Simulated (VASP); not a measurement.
# CdI2 (P-3m1) in VASP: single point with PBE-based screened hybrid with 100 % exact exchange

Aim: the single point of CdI2 with PBE-based screened hybrid with 100 % exact exchange.

Program: VASP 6.6.1. These are calculated values, not measurements. Logs are shortened: lines on timing, memory, paths and dates and some standing lists are left out, and cuts for length are marked.

## (1) The cell of the first run

It takes space group P-3m1 (No. 164, trigonal). The conventional cell has a = 4.248 Å, b = 4.248 Å, c = 6.884 Å, α = 90.00°, β = 90.00°, γ = 120.00°. Within 3.9 Å of Cd (site symmetry -3m) lie 6 I at 2.99 Å. Within 3.9 Å of I (site symmetry 3m) lie 3 Cd at 2.99 Å.

## (2) Single point, PBE-based screened hybrid with 100 % exact exchange

Contents of POSCAR:

```
CdI2
1.0
    4.2483568955      0.0000000000      0.0000000000
   -2.1241784478      3.6791849958      0.0000000000
    0.0000000000      0.0000000000      6.8844152040
Cd I
1 2
Direct
    0.0000000000      0.0000000000      0.0000000000
    0.3333333333      0.6666666667      0.2495592320
    0.6666666667      0.3333333333      0.7504407680
```

Contents of INCAR.step1:

```
PREC = Accurate
ENCUT = 400
EDIFF = 1E-5
ISMEAR = 0
SIGMA = 0.01
LREAL = F
LASPH = T
NELM = 120
ALGO = Normal
ISIF = 2
LWAVE = T
NBANDS = 20
GGA = PE
GGA_COMPAT = F
```

Contents of INCAR.step2:

```
PREC = Accurate
ENCUT = 400
EDIFF = 1E-6
ISMEAR = 0
SIGMA = 0.01
LREAL = F
LASPH = T
NELM = 120
ALGO = Normal
ISIF = 2
LWAVE = F
LCHARG = T
GGA = PE
LHFCALC = T
AEXX = 1.0
HFSCREEN = 0.5
PRECFOCK = Normal
LELF = T
LVHAR = T
NBANDS = 20
ISTART = 1
ALDAC = 1.0
AGGAC = 1.0
GGA_COMPAT = F
```

Contents of KPOINTS:

```
Automatic mesh
0
Gamma
  6 6 2
```

Potentials or basis: VASP PAW PBE potentials, release 64 (Cd, I).

On the command line:

```console
> cat potpaw_PBE.64/Cd/POTCAR potpaw_PBE.64/I/POTCAR > POTCAR
> cp INCAR.step1 INCAR
> mpirun -np 1 vasp_std > vasp.out
> cp INCAR.step2 INCAR
> mpirun -np 1 vasp_std > vasp.out
```

OUTCAR:

```text
PREC = Accurate
   ENCUT = 400
   EDIFF = 1E-6
   ISMEAR = 0
   LREAL = F
   LASPH = T
   NELM = 120
   ISIF = 2
   GGA = PE
   LHFCALC = T
   AEXX = 1.0
   HFSCREEN = 0.5
   PRECFOCK = Normal
   ISTART = 1

 ion  position               nearest neighbor table
   1  0.000  0.000  0.000-   2 2.99   3 2.99   2 2.99   3 2.99   3 2.99   2 2.99
   2  0.333  0.667  0.250-   1 2.99   1 2.99   1 2.99
   3  0.667  0.333  0.750-   1 2.99   1 2.99   1 2.99

  LATTYP: Found a hexagonal cell.
 ALAT       =     4.2483568955
 C/A-ratio  =     1.6204889027

  Lattice vectors:

 A1 = (   4.2483568955,   0.0000000000,   0.0000000000)
 A2 = (  -2.1241784478,   3.6791849958,   0.0000000000)
 A3 = (   0.0000000000,   0.0000000000,   6.8844152040)

Analysis of symmetry for initial positions (statically):
=====================================================================
 Subroutine PRICEL returns:
 Original cell was already a primitive cell.

 Routine SETGRP: Setting up the symmetry group for a
 hexagonal supercell.

 Subroutine GETGRP returns: Found 12 space group operations
 (whereof 12 operations were pure point group operations)
 out of a pool of 24 trial point group operations.

The static configuration has the point symmetry D_3d.

Analysis of symmetry for dynamics (positions and initial velocities):
=====================================================================
 Subroutine PRICEL returns:
 Original cell was already a primitive cell.

 Routine SETGRP: Setting up the symmetry group for a
 hexagonal supercell.

 Subroutine GETGRP returns: Found 12 space group operations
 (whereof 12 operations were pure point group operations)
 out of a pool of 24 trial point group operations.

The dynamic configuration has the point symmetry D_3d.

 Subroutine INISYM returns: Found 12 space group operations
 (whereof 12 operations are pure point group operations),
 and found     1 'primitive' translations

----------------------------------------------------------------------------------------

                                     Primitive cell

  volume of cell :     107.6068

  direct lattice vectors                    reciprocal lattice vectors
     4.248356895  0.000000000  0.000000000     0.235385121  0.135899663  0.000000000
    -2.124178448  3.679184996  0.000000000     0.000000000  0.271799325  0.000000000
     0.000000000  0.000000000  6.884415204     0.000000000  0.000000000  0.145255620

  length of vectors
     4.248356895  4.248356895  6.884415204     0.271799325  0.271799325  0.145255620

  position of ions in fractional coordinates (direct lattice)
     0.000000000  0.000000000  0.000000000
     0.333333333  0.666666667  0.249559232
     0.666666667  0.333333333  0.750440768

  ion indices of the primitive-cell ions
   primitive index   ion index
                 1           1
                 2           2
                 3           3

----------------------------------------------------------------------------------------

 KPOINTS: Automatic mesh

Automatic generation of k-mesh.
 Grid dimensions read from file:
 generate k-points for:    6    6    2

 Generating k-lattice:

  Cartesian coordinates                     Fractional coordinates (reciprocal lattice)
     0.039230853  0.022649944  0.000000000     0.166666667  0.000000000  0.000000000
     0.000000000  0.045299888  0.000000000     0.000000000  0.166666667  0.000000000
     0.000000000  0.000000000  0.072627810     0.000000000  0.000000000  0.500000000

  Length of vectors
     0.045299888  0.045299888  0.072627810

  Shift w.r.t. Gamma in fractional coordinates (k-lattice)
     0.000000000  0.000000000  0.000000000

 Subroutine IBZKPT returns following result:
 ===========================================

 Found     14 irreducible k-points:

 Following reciprocal coordinates:
            Coordinates               Weight
  0.000000  0.000000  0.000000      1.000000
  0.166667  0.000000  0.000000      6.000000
  0.333333  0.000000  0.000000      6.000000
  0.500000 -0.000000  0.000000      3.000000
  0.166667  0.166667  0.000000      6.000000
  0.333333  0.166667  0.000000     12.000000
  0.333333  0.333333  0.000000      2.000000
  0.000000  0.000000  0.500000      1.000000
  0.166667  0.000000  0.500000      6.000000
  0.333333  0.000000  0.500000      6.000000
  0.500000 -0.000000  0.500000      3.000000
  0.166667  0.166667  0.500000      6.000000
  0.333333  0.166667  0.500000     12.000000
  0.333333  0.333333  0.500000      2.000000
   k-points           NKPTS =     14   k-points in BZ     NKDIM =     72   number of bands    NBANDS=     20
   number of dos      NEDOS =    301   number of ions     NIONS =      3
   total plane-waves  NPLWV =  37632
   dimension x,y,z NGX =    28 NGY =   28 NGZ =   48
   dimension x,y,z NGXF=    56 NGYF=   56 NGZF=   96
   ions per type =               1   2
   NGX,Y,Z   is equivalent  to a cutoff of  10.96, 10.96, 11.59 a.u.
   NGXF,Y,Z  is equivalent  to a cutoff of  21.91, 21.91, 23.18 a.u.
 SYSTEM =  unknown system
   PREC   = accura    normal or accurate (medium, high low for compatibility)
   ISTART =      1    job   : 0-new  1-cont  2-samecut
   ICHARG =      0    charge: 1-file 2-atom 10-const
   ISPIN  =      1    spin polarized calculation?
   LNONCOLLINEAR =      F non collinear calculations
   LSORBIT =      F    spin-orbit coupling
   LASPH  =      T    aspherical Exc in radial PAW
   ENCUT  =  400.0 eV  29.40 Ry    5.42 a.u.   6.93  6.93 11.23*2*pi/ulx,y,z
   NELM   =    120;   NELMIN=  2; NELMDL=  0     # of ELM steps
   EDIFF  = 0.1E-05   stopping-criterion for ELM
   LREAL  =      F    real-space projection
   EDIFFG = 0.1E-04   stopping-criterion for IOM
   NSW    =      0    number of steps for IOM
   IBRION =     -1    ionic relax: 0-MD 1-quasi-New 2-CG
   NFREE  =      0    steps in history (QN), initial steepest desc. (CG)
   ISIF   =      2    stress and relaxation
   ISYM   =      3    0-nonsym 1-usesym 2-fastsym
   POTIM  = 0.5000    time-step for ionic-motion
   TEBEG  =    0.0;   TEEND  =   0.0 temperature during run
   PSTRESS=    0.0 pullay stress
   NELECT =      26.0000    total number of electrons
   NUPDOWN=      -1.0000    fix difference up-down
   EMIN   =  10.00;   EMAX   =-10.00  energy-range for DOS
   EFERMI =   0.00;   METHOD = LEGACY
   ISMEAR =     0;   SIGMA  =   0.01  broadening in eV -4-tet -1-fermi 0-gaus
   EFERMI_NEDOS =   21; number of points for ismear=-14 and -15
   IALGO  =     38    algorithm
   IMIX   =      1    mixing-type and parameters
     AMIX     =   0.40;   BMIX     =  1.00
     AMIX_MAG =   1.60;   BMIX_MAG =  1.00
  volume/ion in A,a.u.               =      35.87       242.06
  Fermi-wavevector in a.u.,A,eV,Ry     =   1.019654  1.926866 14.145893  1.039694
  Thomas-Fermi vector in A             =   2.153180
   LORBIT       =      0    0 simple, 1 ext, 2 COOP (PROOUT), +10 PAW based schemes
   GGA     = PE    functional components
   LHFCALC =     T    Hartree Fock is set to
   PRECFOCK=normal    Normal, Fast or Accurate (Low or Medium for compatibility)
   ENCUT4O =  -1.0   cutoff for four orbital integrals eV
   NKREDX  =     1    reduce k-point grid by
   NKREDY  =     1    reduce k-point grid by
   NKREDZ  =     1    reduce k-point grid by
   AEXX    =    1.0000 exact exchange contribution
   HFSCREEN=    0.5000 screening length (either q_TF or 0.3 A-1)
   HFSCREENC=   0.5000 screening length for correlation (either q_TF or 0.3 A-1)
   ENCUTFOCK=  -1.0 apply spherical cutoff to Coloumb kernel
   IVDW    =     0    specifies the selected vdW correction
   LEPSILON=     F    determine dielectric tensor
   LRPA    =     F    only Hartree local field effects (RPA)
 non-spin polarized calculation
 Gauss-broadening in eV      SIGMA  =   0.01
  energy-cutoff  :      400.00
  volume of cell :      107.61
 maximum number of plane-waves:      1971
 NGX is ok and might be reduce to    28
  NGX = 24; NGY = 24; NGZ = 36

 number of electron      26.0000013 magnetization

 Free energy of the ion-electron system (eV)
  ---------------------------------------------------
  ext. energy  EPLUGINS =         0.00000000
  ---------------------------------------------------
  free energy    TOTEN  =        -9.84373248 eV

  energy without entropy =       -9.84373248  energy(sigma->0) =       -9.84373248

 E-fermi :   0.5570     XC(G=0):  -4.4601

 val. band max:        0.4543169540   @ k =   0.1667   0.0000   0.0000
 cond. band min:       4.9289353534   @ k =   0.5000  -0.0000   0.5000
 fundamental gap:      4.4746183993
 Fermi energy:         0.5569717220

 k-point     1 :       0.0000    0.0000    0.0000
  band No.  band energies     occupation
      1     -14.4239      2.00000
      2     -13.5526      2.00000
      3     -11.2052      2.00000
      4     -11.2052      2.00000
      5     -10.9992      2.00000
      6     -10.9577      2.00000
[... 12 lines left out ...]
     19      11.7053      0.00000
     20      12.0782      0.00000

 k-point     2 :       0.1667    0.0000    0.0000
  band No.  band energies     occupation
      1     -14.2588      2.00000
      2     -13.5857      2.00000
      3     -11.1941      2.00000
      4     -11.0683      2.00000
      5     -10.9824      2.00000
      6     -10.9572      2.00000
[... 12 lines left out ...]
     19      10.6730      0.00000
     20      11.8731      0.00000

 k-point     3 :       0.3333    0.0000    0.0000
  band No.  band energies     occupation
      1     -13.9055      2.00000
      2     -13.6306      2.00000
      3     -11.1805      2.00000
      4     -11.0010      2.00000
      5     -10.9428      2.00000
      6     -10.9239      2.00000
[... 12 lines left out ...]
     19      11.1119      0.00000
     20      11.7769      0.00000

 k-point     4 :       0.5000   -0.0000    0.0000
  band No.  band energies     occupation
      1     -13.7679      2.00000
      2     -13.5868      2.00000
      3     -11.1776      2.00000
      4     -11.0089      2.00000
      5     -10.9281      2.00000
      6     -10.9066      2.00000
[... 199 lines left out ...]
 k-point    13 :       0.3333    0.1667    0.5000
  band No.  band energies     occupation
      1     -13.7694      2.00000
      2     -13.5886      2.00000
      3     -11.0830      2.00000
      4     -10.9894      2.00000
      5     -10.9360      2.00000
      6     -10.9139      2.00000
[... 12 lines left out ...]
     19      10.7602      0.00000
     20      12.1693      0.00000

 k-point    14 :       0.3333    0.3333    0.5000
  band No.  band energies     occupation
      1     -13.6442      2.00000
      2     -13.6442      2.00000
      3     -10.9601      2.00000
      4     -10.9601      2.00000
      5     -10.9261      2.00000
      6     -10.8305      2.00000
[... 12 lines left out ...]
     19      11.5675      0.00000
     20      11.5677      0.00000

------------------------ aborting loop because EDIFF is reached ----------------------------------------

  FORCE on cell =-STRESS in cart. coord.  units (eV):
  Direction    XX          YY          ZZ          XY          YZ          ZX
  --------------------------------------------------------------------------------------
  -------------------------------------------------------------------------------------
  Total       -0.1370151     -0.1370151     -0.3299883      0.0000000      0.0000000      0.0000000
  in kB       -2.0400426     -2.0400426     -4.9132571      0.0000000      0.0000000      0.0000000
  external PRESSURE =      -2.9977807 kB  Pullay stress =       0.0000000 kB

 VOLUME and BASIS-vectors are now :
 -----------------------------------------------------------------------------
  energy-cutoff  :      400.00
  volume of cell :      107.61
      direct lattice vectors                 reciprocal lattice vectors
     4.248356895  0.000000000  0.000000000     0.235385121  0.135899663  0.000000000
    -2.124178448  3.679184996  0.000000000     0.000000000  0.271799325  0.000000000
     0.000000000  0.000000000  6.884415204     0.000000000  0.000000000  0.145255620

 POSITION                                       TOTAL-FORCE (eV/Angst)
 -----------------------------------------------------------------------------------
      0.00000      0.00000      0.00000         0.000000      0.000000      0.000000
     -0.00000      2.45279      1.71807         0.000000     -0.000000     -0.198082
      2.12418      1.22639      5.16635        -0.000000      0.000000      0.198082
 -----------------------------------------------------------------------------------
    total drift:                               -0.000000      0.000000     -0.000001

  FREE ENERGIE OF THE ION-ELECTRON SYSTEM (eV)
  ---------------------------------------------------
  free  energy   TOTEN  =        -9.8437324824 eV

  energy  without entropy=       -9.8437324824  energy(sigma->0) =       -9.84373248
```

It took 34 min on 1 thread of Intel Xeon Platinum 8488C (Sapphire Rapids), shared host; peak memory 0.32 GiB.

What came out:

```
Free energy            : -9.8437 eV
Pressure               : -0.3 GPa
Largest force          : 0.198 eV/Å
Band gap on the k mesh : 4.47 eV (least direct gap 4.77 eV)
```

Forces in eV/Å, atoms in the order of the input:
```
Cd   0.000  0.000  0.000
I    0.000  0.000 -0.198
I    0.000  0.000  0.198
```

Stress tensor (GPa, compression positive):
```
-0.20  0.00  0.00
 0.00 -0.20  0.00
 0.00  0.00 -0.49
```

Levels at points of the mesh, in eV from the valence-band top:
```
           k point  band 11  band 12  band 13  band 14  band 15  band 16
(0.00, 0.00, 0.00)    -0.17    -0.17    -0.07     4.70     6.38     8.59
(0.50, 0.00, 0.00)    -1.63    -0.72    -0.14     4.72     6.97     7.67
(0.00, 0.00, 0.50)    -0.38    -0.01    -0.01     5.88     6.48     8.34
(0.50, 0.00, 0.50)    -1.28    -0.56    -0.48     4.47     6.79     7.84
```

Caveat: the k points lie up to 0.46 Å⁻¹ apart; the PAW data sets were made with another functional, which shifts forces and pressure a little; spin-orbit coupling is left out, which moves the levels of the heavy elements. A k mesh can miss the band edges.
